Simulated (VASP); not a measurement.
# Cr (Pm-3m) in VASP: a series of runs

Runs on Cr. Level: PBE. Tasks: single point, relaxation of cell and atoms.

All numbers are computed with VASP 6.6.1; they aren't measurements. Logs are shortened: lines on timing, memory, paths and dates and some standing lists are left out, and cuts for length are marked.

## 1. The cell of the first run

Symmetry: Pm-3m, No. 221, cubic system. The conventional cell has a = 2.276 Å, b = 2.276 Å, c = 2.276 Å, α = 90.00°, β = 90.00°, γ = 90.00°. Cr (site symmetry m-3m) has 6 Cr at 2.28 Å within 3.0 Å.

## 2. Single point, PBE, collinear spin, antiferromagnetic start (volume scaled by 0.92)

INCAR

```
SYSTEM = Cr
ALGO = Normal
EDIFF = 1E-6
ENCUT = 520
GGA = PE
ISIF = 2
ISMEAR = -1
ISPIN = 2
LASPH = .TRUE.
LCHARG = .FALSE.
LMAXMIX = 4
LORBIT = 11
LREAL = .FALSE.
LWAVE = .FALSE.
MAGMOM = 0.191 -0.191
NBANDS = 23
NELM = 150
PREC = Accurate
SIGMA = 0.05
```

KPOINTS

```
k-points
0
G
  13 13 13
  0 0 0
```

POSCAR

```
Cr
1.0
    0.0000000000      2.2763206644      2.2763206644
    2.2763206644      0.0000000000      2.2763206644
    2.2763206644      2.2763206644      0.0000000000
Cr
2
Direct
    0.0000000000      0.0000000000      0.0000000000
    0.5000000000      0.5000000000      0.5000000000
```

Potentials or basis: VASP PAW PBE potentials, release 64 (Cr_pv).

Started as:

```
> cat potpaw_PBE.64/Cr_pv/POTCAR > POTCAR
> mpirun -np 1 vasp_std > vasp.out
```

OUTCAR:

```text
SYSTEM = Cr
   EDIFF = 1E-6
   ENCUT = 520
   GGA = PE
   ISIF = 2
   ISMEAR = -1
   ISPIN = 2
   LASPH = .TRUE.
   LORBIT = 11
   LREAL = .FALSE.
   NELM = 150
   PREC = Accurate

 ion  position               nearest neighbor table
   1  0.000  0.000  0.000-   2 2.28   2 2.28   2 2.28   2 2.28   2 2.28   2 2.28
   2  0.500  0.500  0.500-   1 2.28   1 2.28   1 2.28   1 2.28   1 2.28   1 2.28

  LATTYP: Found a face centered cubic cell.
 ALAT       =     4.5526413288

  Lattice vectors:

 A1 = (   0.0000000000,   2.2763206644,   2.2763206644)
 A2 = (   2.2763206644,   0.0000000000,   2.2763206644)
 A3 = (   2.2763206644,   2.2763206644,   0.0000000000)

Analysis of symmetry for initial positions (statically):
=====================================================================
 Subroutine PRICEL returns following result:

  LATTYP: Found a simple cubic cell.
 ALAT       =     2.2763206644

  Lattice vectors:

 A1 = (  -2.2763206644,   0.0000000000,   0.0000000000)
 A2 = (   0.0000000000,   0.0000000000,   2.2763206644)
 A3 = (   0.0000000000,   2.2763206644,   0.0000000000)

   2 primitive cells build up your supercell.

 Routine SETGRP: Setting up the symmetry group for a
 face centered cubic supercell.

 Subroutine GETGRP returns: Found 48 space group operations
 (whereof 48 operations were pure point group operations)
 out of a pool of 48 trial point group operations.

The static configuration has the point symmetry O_h .

Analysis of symmetry for dynamics (positions and initial velocities):
=====================================================================
 Subroutine PRICEL returns following result:

  LATTYP: Found a simple cubic cell.
 ALAT       =     2.2763206644

  Lattice vectors:

 A1 = (  -2.2763206644,   0.0000000000,   0.0000000000)
 A2 = (   0.0000000000,   0.0000000000,   2.2763206644)
 A3 = (   0.0000000000,   2.2763206644,   0.0000000000)

   2 primitive cells build up your supercell.

 Routine SETGRP: Setting up the symmetry group for a
 face centered cubic supercell.

 Subroutine GETGRP returns: Found 48 space group operations
 (whereof 48 operations were pure point group operations)
 out of a pool of 48 trial point group operations.

The dynamic configuration has the point symmetry O_h .

Analysis of structural, dynamic, and magnetic symmetry:
=====================================================================
 Subroutine PRICEL returns following result:

  LATTYP: Found a simple cubic cell.
 ALAT       =     2.2763206644

  Lattice vectors:

 A1 = (  -2.2763206644,   0.0000000000,   0.0000000000)
 A2 = (   0.0000000000,   0.0000000000,   2.2763206644)
 A3 = (   0.0000000000,   2.2763206644,   0.0000000000)

   2 primitive cells build up your supercell.

 Routine SETGRP: Setting up the symmetry group for a
 face centered cubic supercell.

 Subroutine GETGRP returns: Found 48 space group operations
 (whereof 48 operations were pure point group operations)
 out of a pool of 48 trial point group operations.

The overall configuration has the point symmetry O_h .

 Subroutine INISYM returns: Found 48 space group operations
 (whereof 48 operations are pure point group operations),
 and found     2 'primitive' translations

----------------------------------------------------------------------------------------

                                     Primitive cell

  volume of cell :      11.7951

  direct lattice vectors                    reciprocal lattice vectors
    -2.276320664  0.000000000  0.000000000    -0.439305418  0.000000000  0.000000000
     0.000000000  0.000000000  2.276320664     0.000000000  0.000000000  0.439305418
     0.000000000  2.276320664  0.000000000     0.000000000  0.439305418  0.000000000

  length of vectors
     2.276320664  2.276320664  2.276320664     0.439305418  0.439305418  0.439305418

  position of ions in fractional coordinates (direct lattice)
     0.000000000  0.000000000  0.000000000

  ion indices of the primitive-cell ions
   primitive index   ion index
                 1           1

----------------------------------------------------------------------------------------

 KPOINTS: k-points

Automatic generation of k-mesh.
 Grid dimensions read from file:
 generate k-points for:   13   13   13

 Generating k-lattice:

  Cartesian coordinates                     Fractional coordinates (reciprocal lattice)
    -0.016896362  0.016896362  0.016896362     0.076923077  0.000000000  0.000000000
     0.016896362 -0.016896362  0.016896362     0.000000000  0.076923077  0.000000000
     0.016896362  0.016896362 -0.016896362     0.000000000  0.000000000  0.076923077

  Length of vectors
     0.029265358  0.029265358  0.029265358

  Shift w.r.t. Gamma in fractional coordinates (k-lattice)
     0.000000000  0.000000000  0.000000000

 Subroutine IBZKPT returns following result:
 ===========================================

 Found     84 irreducible k-points:

 Following reciprocal coordinates:
            Coordinates               Weight
  0.000000  0.000000  0.000000      1.000000
  0.076923  0.000000  0.000000      8.000000
  0.153846  0.000000  0.000000      8.000000
  0.230769  0.000000  0.000000      8.000000
  0.307692  0.000000  0.000000      8.000000
  0.384615  0.000000  0.000000      8.000000
[... 16 lines left out ...]
  0.384615  0.153846  0.000000     24.000000
  0.461538  0.153846  0.000000     24.000000
 [... further k-points ...]
   k-points           NKPTS =     84   k-points in BZ     NKDIM =     84   number of bands    NBANDS=     23
   number of dos      NEDOS =    301   number of ions     NIONS =      2
   total plane-waves  NPLWV =  13824
   dimension x,y,z NGX =    24 NGY =   24 NGZ =   24
   dimension x,y,z NGXF=    48 NGYF=   48 NGZF=   48
   ions per type =               2
   NGX,Y,Z   is equivalent  to a cutoff of  12.39, 12.39, 12.39 a.u.
   NGXF,Y,Z  is equivalent  to a cutoff of  24.79, 24.79, 24.79 a.u.
 SYSTEM =  Cr
   PREC   = accura    normal or accurate (medium, high low for compatibility)
   ISTART =      0    job   : 0-new  1-cont  2-samecut
   ICHARG =      2    charge: 1-file 2-atom 10-const
   ISPIN  =      2    spin polarized calculation?
   LNONCOLLINEAR =      F non collinear calculations
   LSORBIT =      F    spin-orbit coupling
   LASPH  =      T    aspherical Exc in radial PAW
   ENCUT  =  520.0 eV  38.22 Ry    6.18 a.u.   5.99  5.99  5.99*2*pi/ulx,y,z
   NELM   =    150;   NELMIN=  2; NELMDL= -5     # of ELM steps
   EDIFF  = 0.1E-05   stopping-criterion for ELM
   LREAL  =      F    real-space projection
[... 7 lines left out ...]
   TEBEG  =    0.0;   TEEND  =   0.0 temperature during run
   PSTRESS=    0.0 pullay stress
   NELECT =      24.0000    total number of electrons
   NUPDOWN=      -1.0000    fix difference up-down
   EMIN   =  10.00;   EMAX   =-10.00  energy-range for DOS
   EFERMI =   0.00;   METHOD = LEGACY
   ISMEAR =    -1;   SIGMA  =   0.05  broadening in eV -4-tet -1-fermi 0-gaus
   EFERMI_NEDOS =   21; number of points for ismear=-14 and -15
   IALGO  =     38    algorithm
   IMIX   =      4    mixing-type and parameters
     AMIX     =   0.40;   BMIX     =  1.00
     AMIX_MAG =   1.60;   BMIX_MAG =  1.00
  volume/ion in A,a.u.               =      11.80        79.60
  Fermi-wavevector in a.u.,A,eV,Ry     =   1.646526  3.111482 36.886025  2.711046
  Thomas-Fermi vector in A             =   2.736139
   LORBIT       =     11    0 simple, 1 ext, 2 COOP (PROOUT), +10 PAW based schemes
   GGA     = PE    functional components
   LHFCALC =     F    Hartree Fock is set to
   AEXX    =    0.0000 exact exchange contribution
   IVDW    =     0    specifies the selected vdW correction
   LEPSILON=     F    determine dielectric tensor
   LRPA    =     F    only Hartree local field effects (RPA)
 spin polarized calculation
  energy-cutoff  :      520.00
  volume of cell :       23.59
 maximum number of plane-waves:       646
   NGX = 11   NGY = 11   NGZ = 11

 number of electron      24.0000021 magnetization       0.0000000

 number of electron      24.0000021 magnetization      -0.0000000

 Free energy of the ion-electron system (eV)
  ---------------------------------------------------
  ext. energy  EPLUGINS =         0.00000000
  ---------------------------------------------------
  free energy    TOTEN  =       -16.90120681 eV

  energy without entropy =      -16.88016413  energy(sigma->0) =      -16.89068547

 E-fermi :  10.7788     XC(G=0): -13.4152

 val. band max:       10.7528646804   @ k =  -0.4615   0.3846   0.1538
 cond. band min:      10.8024408955   @ k =  -0.3846   0.3077   0.1538
 fundamental gap:      0.0495762151
 Fermi energy:        10.7787655311

 spin component 1

 k-point     1 :       0.0000    0.0000    0.0000
  band No.  band energies     occupation
      1     -32.5673      1.00000
      2     -32.5673      1.00000
      3     -32.5673      1.00000
      4     -31.6399      1.00000
      5     -31.6399      1.00000
      6     -31.6399      1.00000
[... 15 lines left out ...]
     22      26.0817      0.00000
     23      26.0817      0.00000
[... 575 lines left out ...]
      1     -32.4925      1.00000
      2     -32.4662      1.00000
      3     -32.4627      1.00000
      4     -31.8539      1.00000
      5     -31.8264      1.00000
      6     -31.7990      1.00000
[... 15 lines left out ...]
     22      22.9974      0.00000
     23      25.7366      0.00000

 [... further k-points ...]

 spin component 2

 k-point     1 :       0.0000    0.0000    0.0000
  band No.  band energies     occupation
      1     -32.5673      1.00000
      2     -32.5673      1.00000
      3     -32.5673      1.00000
      4     -31.6399      1.00000
      5     -31.6399      1.00000
      6     -31.6399      1.00000
[... 15 lines left out ...]
     22      26.0817      0.00000
     23      26.0817      0.00000
[... 575 lines left out ...]
      1     -32.4925      1.00000
      2     -32.4662      1.00000
      3     -32.4627      1.00000
      4     -31.8539      1.00000
      5     -31.8264      1.00000
      6     -31.7990      1.00000
[... 15 lines left out ...]
     22      22.9974      0.00000
     23      25.7366      0.00000

 [... further k-points ...]
[... 5 lines left out ...]
  --------------------------------------------------------------------------------------
  -------------------------------------------------------------------------------------
  Total        2.6908233      2.6908233      2.6908233     -0.0000000      0.0000000      0.0000000
  in kB      182.7533920    182.7533920    182.7533920     -0.0000000      0.0000000      0.0000000
  external PRESSURE =     182.7533920 kB  Pullay stress =       0.0000000 kB

 VOLUME and BASIS-vectors are now :
 -----------------------------------------------------------------------------
  energy-cutoff  :      520.00
  volume of cell :       23.59
      direct lattice vectors                 reciprocal lattice vectors
     0.000000000  2.276320664  2.276320664    -0.219652709  0.219652709  0.219652709
     2.276320664  0.000000000  2.276320664     0.219652709 -0.219652709  0.219652709
     2.276320664  2.276320664  0.000000000     0.219652709  0.219652709 -0.219652709

 POSITION                                       TOTAL-FORCE (eV/Angst)
 -----------------------------------------------------------------------------------
      0.00000      0.00000      0.00000         0.000000     -0.000000      0.000000
      2.27632      2.27632      2.27632        -0.000000      0.000000     -0.000000
 -----------------------------------------------------------------------------------
    total drift:                                0.000000     -0.000000      0.000000

  FREE ENERGIE OF THE ION-ELECTRON SYSTEM (eV)
  ---------------------------------------------------
  free  energy   TOTEN  =       -16.9012068113 eV

  energy  without entropy=      -16.8801641284  energy(sigma->0) =      -16.89068547

 total charge

# of ion       s       p       d       tot
------------------------------------------
    1        0.464   6.335   4.452  11.251
    2        0.464   6.335   4.452  11.251
--------------------------------------------------
tot          0.929  12.670   8.904  22.503

 magnetization (x)

# of ion       s       p       d       tot
------------------------------------------
    1       -0.000   0.000  -0.000  -0.000
    2        0.000  -0.000   0.000   0.000
--------------------------------------------------
tot          0.000   0.000   0.000   0.000
```

Wall time 32 s (1 thread of Intel Xeon 6975P-C (Granite Rapids), shared host); peak memory 0.19 GiB.

Results:

* Free energy: -16.9012 eV
* Pressure: 18.3 GPa
* Band gap on the k mesh: zero (filled and empty bands overlap)
* Net moment: 0.00 μB per cell
* Valence electrons inside the program's atomic spheres: Cr 11.25

Levels at points of the mesh, in eV from the Fermi level:
Spin up:
| k point | band 9 | band 10 | band 11 | band 12 | band 13 | band 14 | band 15 | band 16 |
| --- | --- | --- | --- | --- | --- | --- | --- | --- |
| (0.00, 0.00, 0.00) | -3.53 | -3.30 | -3.30 | -3.30 | 2.74 | 2.74 | 2.74 | 4.28 |
Spin down:
```csv
k point,band 9,band 10,band 11,band 12,band 13,band 14,band 15,band 16
"(0.00, 0.00, 0.00)",-3.53,-3.30,-3.30,-3.30,2.74,2.74,2.74,4.28
```

Caveat: the cell differs from its parent crystal (volume scaled by 0.92).

## 3. Single point, PBE, collinear spin, antiferromagnetic start

This run uses another cell than the first one, of 12.82 Å³/atom, 1.087 times its volume.

INCAR

```
SYSTEM = Cr
PREC = Accurate
ENCUT = 520
EDIFF = 1E-7
ISMEAR = -1
SIGMA = 0.1
LREAL = .FALSE.
LASPH = .TRUE.
NELM = 150
ALGO = Normal
ISIF = 2
LWAVE = .FALSE.
LCHARG = .FALSE.
ISPIN = 2
MAGMOM = 0.191 -0.191
LORBIT = 11
LMAXMIX = 4
GGA = PE
NBANDS = 23
```

KPOINTS

```
regular mesh
0
G
  6 6 6
  0 0 0
```

POSCAR

```
Cr
1.0
    0.0000000000      2.3404737414      2.3404737414
    2.3404737414      0.0000000000      2.3404737414
    2.3404737414      2.3404737414      0.0000000000
Cr
2
Direct
    0.0000000000      0.0000000000      0.0000000000
    0.5000000000      0.5000000000      0.5000000000
```

Potentials or basis: VASP PAW PBE potentials, release 64 (Cr_pv).

Started as:

```
> cat potpaw_PBE.64/Cr_pv/POTCAR > POTCAR
> mpirun -np 1 vasp_std > vasp.out
```

OUTCAR:

```text
SYSTEM = Cr
   PREC = Accurate
   ENCUT = 520
   EDIFF = 1E-7
   ISMEAR = -1
   LREAL = .FALSE.
   LASPH = .TRUE.
   NELM = 150
   ISIF = 2
   ISPIN = 2
   LORBIT = 11
   GGA = PE

 ion  position               nearest neighbor table
   1  0.000  0.000  0.000-   2 2.34   2 2.34   2 2.34   2 2.34   2 2.34   2 2.34
   2  0.500  0.500  0.500-   1 2.34   1 2.34   1 2.34   1 2.34   1 2.34   1 2.34

  LATTYP: Found a face centered cubic cell.
 ALAT       =     4.6809474828

  Lattice vectors:

 A1 = (   0.0000000000,   2.3404737414,   2.3404737414)
 A2 = (   2.3404737414,   0.0000000000,   2.3404737414)
 A3 = (   2.3404737414,   2.3404737414,   0.0000000000)

Analysis of symmetry for initial positions (statically):
=====================================================================
 Subroutine PRICEL returns following result:

  LATTYP: Found a simple cubic cell.
 ALAT       =     2.3404737414
[... 12 lines left out ...]
 Subroutine GETGRP returns: Found 48 space group operations
[... 623 lines left out ...]
      4     -32.9041      1.00000
      5     -32.9041      1.00000
      6     -32.9041      1.00000
[... 405 lines left out ...]
     22      17.1585      0.00000
     23      24.6313      0.00000

------------------------ aborting loop because EDIFF is reached ----------------------------------------

  FORCE on cell =-STRESS in cart. coord.  units (eV):
  Direction    XX          YY          ZZ          XY          YZ          ZX
  --------------------------------------------------------------------------------------
  -------------------------------------------------------------------------------------
  Total        0.0728413      0.0728413      0.0728413     -0.0000000     -0.0000000     -0.0000000
  in kB        4.5514179      4.5514179      4.5514179     -0.0000000     -0.0000000     -0.0000000
  external PRESSURE =       4.5514179 kB  Pullay stress =       0.0000000 kB

 VOLUME and BASIS-vectors are now :
 -----------------------------------------------------------------------------
  energy-cutoff  :      520.00
  volume of cell :       25.64
      direct lattice vectors                 reciprocal lattice vectors
     0.000000000  2.340473741  2.340473741    -0.213631963  0.213631963  0.213631963
     2.340473741  0.000000000  2.340473741     0.213631963 -0.213631963  0.213631963
     2.340473741  2.340473741  0.000000000     0.213631963  0.213631963 -0.213631963

 POSITION                                       TOTAL-FORCE (eV/Angst)
 -----------------------------------------------------------------------------------
      0.00000      0.00000      0.00000         0.000000      0.000000     -0.000000
      2.34047      2.34047      2.34047        -0.000000     -0.000000      0.000000
 -----------------------------------------------------------------------------------
    total drift:                                0.000000      0.000000      0.000000

  FREE ENERGIE OF THE ION-ELECTRON SYSTEM (eV)
  ---------------------------------------------------
  free  energy   TOTEN  =       -17.0346098981 eV

  energy  without entropy=      -16.9472239572  energy(sigma->0) =      -16.99091693

 total charge

# of ion       s       p       d       tot
------------------------------------------
    1        0.444   6.301   4.333  11.079
    2        0.444   6.301   4.333  11.079
--------------------------------------------------
tot          0.889  12.602   8.666  22.157

 magnetization (x)

# of ion       s       p       d       tot
------------------------------------------
    1        0.000   0.000   0.000   0.000
    2       -0.000  -0.000  -0.000  -0.000
--------------------------------------------------
tot          0.000   0.000   0.000   0.000
```

OSZICAR:

```text
N       E                     dE             d eps       ncg     rms          rms(c)
DAV:   1     0.247680054669E+03    0.24768E+03   -0.13224E+04  1472   0.126E+03
DAV:   2    -0.108865732009E+02   -0.25857E+03   -0.24851E+03  1528   0.378E+02
DAV:   3    -0.191207562635E+02   -0.82342E+01   -0.81684E+01  1780   0.800E+01
[... 18 lines left out ...]
DAV:  22    -0.170346095207E+02   -0.12395E-05   -0.62528E-05  1614   0.592E-02    0.144E-03
DAV:  23    -0.170346097809E+02   -0.26020E-06   -0.16681E-04  1834   0.806E-02    0.121E-03
DAV:  24    -0.170346098739E+02   -0.93023E-07   -0.14965E-05  1591   0.277E-02    0.510E-04
DAV:  25    -0.170346098903E+02   -0.16350E-07   -0.73763E-06  1600   0.182E-02    0.116E-04
DAV:  26    -0.170346098944E+02   -0.41277E-08   -0.12119E-06  1274   0.653E-03    0.103E-04
DAV:  27    -0.170346098981E+02   -0.37326E-08   -0.63178E-08   743   0.174E-03
   1 F= -.17034610E+02 E0= -.16990917E+02  d E =-.873859E-01  mag=     0.0000
```

stdout:

```text
POSCAR found type information on POSCAR Cr
 POSCAR found :  1 types and       2 ions
 scaLAPACK will be used
 LDA part: xc-table for (Slater+PW92), standard interpolation
 POSCAR, INCAR and KPOINTS ok, starting setup
 FFT: planning ... GRIDC
 FFT: planning ... GRID_SOFT
 FFT: planning ... GRID
 WAVECAR not read
 entering main loop
```

Wall time 48 s (1 thread of AMD EPYC 7R13 (Zen 3), shared host); peak memory 0.14 GiB.

What came out:

```yaml
Free_energy: -17.0346 eV
Pressure: 0.5 GPa
Band_gap_on_the_k_mesh: zero (filled and empty bands overlap)
Net_moment: 0.00 μB per cell
Valence_electrons_inside_the_program's_atomic_spheres: Cr 11.08
```

Levels at points of the mesh, in eV from the Fermi level:
Spin up:
```tsv
k point	band 8	band 9	band 10	band 11	band 12	band 13	band 14	band 15	band 16	band 17
(0.00, 0.00, 0.00)	-3.16	-3.16	-2.90	-2.90	-2.90	2.46	2.46	2.46	3.83	3.83
(0.50, 0.00, 0.00)	-3.43	-0.87	-0.87	-0.87	-0.87	0.44	0.44	0.44	0.44	2.32
(0.50, 0.50, 0.00)	-3.08	-2.40	-1.67	-0.67	0.51	0.51	0.93	0.93	2.64	3.72
```
Spin down:
```
           k point  band 9  band 10  band 11  band 12  band 13  band 14  band 15  band 16
(0.00, 0.00, 0.00)   -3.16    -2.90    -2.90    -2.90     2.46     2.46     2.46     3.83
(0.50, 0.00, 0.00)   -0.87    -0.87    -0.87    -0.87     0.44     0.44     0.44     0.44
(0.50, 0.50, 0.00)   -2.40    -1.67    -0.67     0.51     0.51     0.93     0.93     2.64
```

Caveat: the k points lie up to 0.39 Å⁻¹ apart.

(Continued in part 2 of 2.)
